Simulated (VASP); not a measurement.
Write the native input for VASP 6.6.1 that does the following.

* Task: single point
* Functional: PBE
* Potentials or basis: VASP PAW PBE potentials, release 64 (Nb_sv, Cl)
* Cutoff: 520 eV
* k mesh: 6 × 6 × 2
* Occupations: gaussian, width 0.1 eV
* Spin: no spin polarisation
* Dipole correction: no
* Further INCAR settings: ALGO = Normal; EDIFF = 1e-07; NBANDS = 28

The structure of NbCl lies in POSCAR:

```
NbCl
1.0
    3.1673372155      0.0000000000      0.0000000000
    0.0000000000      3.0174979359      0.0000000000
    0.0000000000      0.0000000000      9.3945895757
Nb Cl
2 2
Direct
    0.7500000000      0.0000000000      0.6171842955
    0.2500000000      0.0000000000      0.3828157045
    0.7500000000      0.5000000000      0.2160893332
    0.2500000000      0.5000000000      0.7839106668
```

These files were run (other wordings do the same):

INCAR

```
ALGO = Normal
EDIFF = 1E-7
ENCUT = 520
GGA = PE
ISIF = 2
ISMEAR = 0
LASPH = True
LCHARG = True
LELF = True
LREAL = False
LVHAR = True
LWAVE = False
NBANDS = 28
NELM = 80
PREC = Accurate
SIGMA = 0.1
```

KPOINTS

```
k-points
0
Gamma
  6 6 2
```

Potentials or basis: VASP PAW PBE potentials, release 64 (Nb_sv, Cl).

Command:

```console
$ cat potpaw_PBE.64/Nb_sv/POTCAR potpaw_PBE.64/Cl/POTCAR > POTCAR
$ mpirun -np 1 vasp_std > vasp.out
```

Results of the run:

- Pressure: -0.3 GPa
- Largest force: 0.011 eV/Å
- Band gap on the k mesh: zero (band 20 reaches 6.70 eV, above the bottom of band 21 at 6.68 eV)

Caveat: this functional lacks dispersion, which binds the layers, so the pressure and a relaxed spacing across them are unreliable.

It took 50 s on 1 thread of AMD EPYC 9R45 96-Core Processor (Zen 5), on a shared host, peak memory 0.19 GiB.
